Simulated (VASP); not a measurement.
Crystal: CaSe.

```xyz
2
Lattice="3.6703 0.0355 0.0355 0.0355 3.6703 0.0355 0.0355 0.0355 3.6703" Properties=species:S:1:pos:R:3 pbc="T T T"
Ca    0.0000    0.0000    0.0000
Se    1.8706    1.8706    1.8706
```

This cell differs from its parent crystal: strain along [111] +2.9%.

Base run:

```yaml
Program: VASP 6.6.1
Functional: r2SCAN
Potentials_or_basis: VASP PAW PBE potentials, release 64 (Ca_sv, Se)
Cutoff: 520 eV
k_mesh: 8 × 8 × 8
Occupations: gaussian, width 0.01 eV
Spin: no spin polarisation
```

Its results: band gap on the k mesh 1.29 eV; pressure -1.3 GPa.

Q: The run is repeated on the same cell with these changes: functional from r2SCAN to PBE; occupations from gaussian, width 0.01 eV to fermi-dirac, width 0.02 eV. What comes out?

A: Band gap on the k mesh 0.81 eV; pressure -0.6 GPa.

Caveats: the PAW data sets were made with another functional, which shifts forces and pressure a little (at least some runs).

A k mesh can miss the band edges.
